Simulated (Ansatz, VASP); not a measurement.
One calculation of TiC, two programs

File INCAR:

```
SYSTEM = TiC
ALGO = Normal ; EDIFF = 1E-6
ENCUT = 520 ; GGA = PE
ISIF = 2 ; ISMEAR = -1
LASPH = .True. ; LCHARG = .False.
LREAL = .False. ; LWAVE = .False.
NBANDS = 15 ; NELM = 60
PREC = Accurate ; SIGMA = 0.03
```

File KPOINTS:

```
k-points
0
Gamma
  16 16 16
  0 0 0
```

Contents of POSCAR:

```
TiC
1.0
    0.0432800000      2.1856400000      2.1856400000
    2.1856400000      0.0432800000      2.1856400000
    2.1856400000      2.1856400000      0.0432800000
Ti C
1 1
Direct
    0.0000000000      0.0000000000      0.0000000000
    0.5000000000      0.5000000000      0.5000000000
```

Input for Ansatz:

```yaml
crystal:
  lattice:
    - [0.04328, 2.18564, 2.18564]
    - [2.18564, 0.04328, 2.18564]
    - [2.18564, 2.18564, 0.04328]
  atoms:
    - { symbol: Ti, position: [0.0, 0.0, 0.0] }
    - { symbol: C, position: [0.5, 0.5, 0.5] }
kpoints:
  mp_grid: { grid: [16, 16, 16] }
  band_path:
    path:
      - [0.0, 0.0, 0.0]
      - [0.5, 0.5, 0.5]
      - [0.2451701269, 0.5, 0.7548298731]
      - [-0.2451701269, 0.2451701269, 0.5]
      - [0.0, 0.0, 0.5]
      - [0.0, 0.0, 0.0]
      - [-0.3725850634, 0.0, 0.3725850634]
      - [0.0, 0.3725850634, 0.6274149366]
      - [0.0, 0.5, 0.5]
    npoints: 5
scf:
  occupations: { method: fermi_dirac, width: 0.03 }
hamiltonian:
  xc: pbe
  pseudopotentials: { kind: all_electron, lapw: { basis_error: 0.001 } }
output:
  forces: true
  stress: true
  eigenvalues: true
```

Change from the starting cell: equal xy, yz and zx shear strains of +2 %.

Alike in both runs: task single point; functional PBE; k mesh 16 × 16 × 16; occupations fermi-dirac, width 0.03 eV; no spin polarisation.

|  | VASP | Ansatz |
| --- | --- | --- |
| version | VASP 6.6.1 | Ansatz 0.2.0 |
| potentials or method | VASP PAW PBE potentials, release 64 (Ti_sv, C), cutoff 520 eV | all-electron LAPW, scalar-relativistic |

```tsv
	VASP	Ansatz	Ansatz less VASP
pressure (GPa)	1.1	0.9	-0.21
traceless stress, the component that is largest in VASP (GPa)	-3.38	-3.39	-0.014
```

Ansatz ran all-electron here, and VASP with PAW potentials.
